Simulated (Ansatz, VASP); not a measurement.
## HgTe in VASP and in Ansatz

```
Hg Te
1.0
     0.00000    3.25548    3.25548
     3.25548    0.00000    3.25548
     3.25548    3.25548    0.00000
Hg Te
1 1
Direct
  0.00000 0.00000 0.00000
  0.25000 0.25000 0.25000
```

Alike in both runs: functional PBEsol; k mesh 12 × 12 × 12; occupations fermi-dirac, width 0.15 eV; no spin polarisation.

Ansatz relaxed the structure, and its values are those at the end. VASP's run is a single point on that final structure, the one shown.

|  | VASP | Ansatz |
| --- | --- | --- |
| version | VASP 6.6.1 | Ansatz 0.2.0 |
| potentials or method | VASP PAW PBE potentials, release 64 (Hg, Te), cutoff 520 eV | scalar-relativistic, plane waves, PAW |
| valence electrons in the cell | 18 | 36 |

Ansatz gave:

| Property | Result |
| --- | --- |
| gap on the k mesh at the Fermi level (eV) | none |
| pressure (GPa) | 0.0 |

**Question.** Which values does VASP return?

**Answer.** gap on the k mesh at the Fermi level (eV): none; pressure (GPa): 0.1.

VASP's potentials were made for PBE, not for PBEsol. A gap of «none» marks a metal or a gap that the smearing closes. VASP's potentials hold 18 valence electrons a cell and Ansatz's 36, so a difference there can come from the potentials and not from the codes.

Neither program's run includes spin-orbit coupling.
